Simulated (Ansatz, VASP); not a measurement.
# MgS in VASP and in Ansatz

```
Mg S
1.0
     0.00000    2.67970    2.60165
     2.67970    0.00000    2.60165
     2.67970    2.67970    0.00000
Mg S
1 1
Direct
  0.00000 0.00000 0.00000
  0.50000 0.50000 0.50000
```

Change from the starting cell: equal xx and yy strain of +3 %, crystal datasets.

Alike in both runs: task electric field gradients; functional PBE; k mesh 8 × 8 × 8; occupations fermi-dirac, width 0.01 eV; no spin polarisation.

|  | VASP | Ansatz |
| --- | --- | --- |
| version | VASP 6.6.1 | Ansatz 0.2.0 |
| potentials or method | VASP PAW PBE potentials, release 64 (Mg, S), cutoff 520 eV | all-electron PAW with datasets made for the crystal, scalar-relativistic |

|  | VASP | Ansatz | Ansatz less VASP |
| --- | --- | --- | --- |
| gap on the k mesh at the Fermi level (eV) | 2.52 | 2.53 | +0.014 |
| pressure (GPa) | -3.1 | -2.9 | +0.27 |
| traceless stress, the component that is largest in VASP (GPa) | 1.53 | 1.55 | +0.021 |
| size of Vzz on the site where it differs most (V/Å²) | 4.5 | 4.9 | +0.33 |

Ansatz ran all-electron here, and VASP with PAW potentials.
